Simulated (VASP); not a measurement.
Write the native input for VASP 6.6.1 that does the following.

```
Task                   : single point
Functional             : LDA
Potentials or basis    : VASP PAW LDA potentials, release 64 (Zn, P, Si)
Cutoff                 : 500 eV
k mesh                 : 7 × 7 × 7
Occupations            : fermi-dirac, width 0.05 eV
Spin                   : no spin polarisation
Dipole correction      : no
Further INCAR settings : ALGO = Normal; EDIFF = 1e-06; NBANDS = 36
```

The structure of ZnSiP2 lies in POSCAR:

```
ZnSiP2
1.0
   -2.6867032364      2.6867032364      5.2300306318
    2.6867032364     -2.6867032364      5.2300306318
    2.6867032364      2.6867032364     -5.2300306318
Zn P Si
2 4 2
Direct
    0.7500000000      0.2500000000      0.5000000000
    0.0000000000      0.0000000000      0.0000000000
    0.1423012000      0.6250000000      0.0173012000
    0.6076988000      0.1250000000      0.9826988000
    0.8750000000      0.8576988000      0.4826988000
    0.3750000000      0.3923012000      0.5173012000
    0.2500000000      0.7500000000      0.5000000000
    0.5000000000      0.5000000000      0.0000000000
```

One way to write it, as run:

INCAR

```
  ALGO = Normal
  EDIFF = 1E-6
  ENCUT = 500
  GGA = CA
  GGA_COMPAT = F
  ISIF = 2
  ISMEAR = -1
  LASPH = T
  LCHARG = F
  LREAL = F
  LWAVE = F
  NBANDS = 36
  NELM = 120
  PREC = Accurate
  SIGMA = 0.05
```

KPOINTS

```
k-points
0
Gamma
  7 7 7
```

Potentials or basis: VASP PAW LDA potentials, release 64 (Zn, P, Si).

Run with:

```bash
$ cat potpaw_LDA.64/Zn/POTCAR potpaw_LDA.64/P/POTCAR potpaw_LDA.64/Si/POTCAR > POTCAR
$ mpirun -np 1 vasp_std > vasp.out
```

Results of the run:

The pressure is -2.7 GPa, the largest force is 0.190 eV/Å and the band gap on the k mesh is 1.19 eV.

It took 4.5 min on 1 thread of Intel(R) Xeon(R) Platinum 8375C CPU @ 2.90GHz (Ice Lake), with other jobs on the host, peak memory 0.36 GiB.
